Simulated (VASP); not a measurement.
# TiB2: single point with PBEsol

The system is TiB2.

```
CELL_PARAMETERS angstrom
2.98611 0.00000 0.00000
-1.49306 2.58605 0.00000
0.00000 0.00000 3.13867
ATOMIC_POSITIONS crystal
Ti 0.00000 0.00000 0.00000
B 0.33333 0.66667 0.50000
B 0.66667 0.33333 0.50000
```

```json
{
  "Program": "VASP 6.6.1",
  "Task": "single point",
  "Functional": "PBEsol",
  "Potentials or basis": "VASP PAW PBE potentials, release 64 (Ti_sv, B)",
  "Cutoff": "520 eV",
  "k mesh": "16 × 16 × 14",
  "Occupations": "fermi-dirac, width 0.05 eV",
  "Spin": "no spin polarisation",
  "Dipole correction": "no",
  "Further INCAR settings": "ALGO = Normal; EDIFF = 1e-06; NBANDS = 16"
}
```

| Quantity | Value |
| --- | --- |
| Pressure | 10.4 GPa |
| Band gap on the k mesh | zero (bands 9 and 10 overlap by 0.66 eV) |

Stress tensor (GPa, compression positive):
```
10.49  0.00  0.00
 0.00 10.49  0.00
 0.00  0.00 10.33
```

Levels at points of the mesh, in eV from the Fermi level:
```csv
k point,band 5,band 6,band 7,band 8,band 9,band 10,band 11,band 12,band 13,band 14
"(0.00, 0.00, 0.00)",-13.77,-2.82,-2.82,-2.26,-2.16,2.07,2.07,4.04,4.04,5.90
"(0.50, 0.00, 0.00)",-9.65,-9.30,-3.37,-3.30,-2.46,1.47,2.94,3.48,3.62,7.88
"(0.00, 0.00, 0.50)",-11.59,-7.84,-0.58,-0.58,-0.30,-0.30,0.45,0.45,1.95,6.64
"(0.50, 0.00, 0.50)",-9.97,-7.60,-4.91,-4.05,-3.17,2.79,3.15,5.01,5.03,5.69
```

Wall time 100 s on 1 thread of Intel Xeon 8259CL, with other jobs on the host, peak memory 0.21 GiB.

Caveat: the cell stands under pressure; the PAW data sets were made with another functional, which shifts forces and pressure a little.
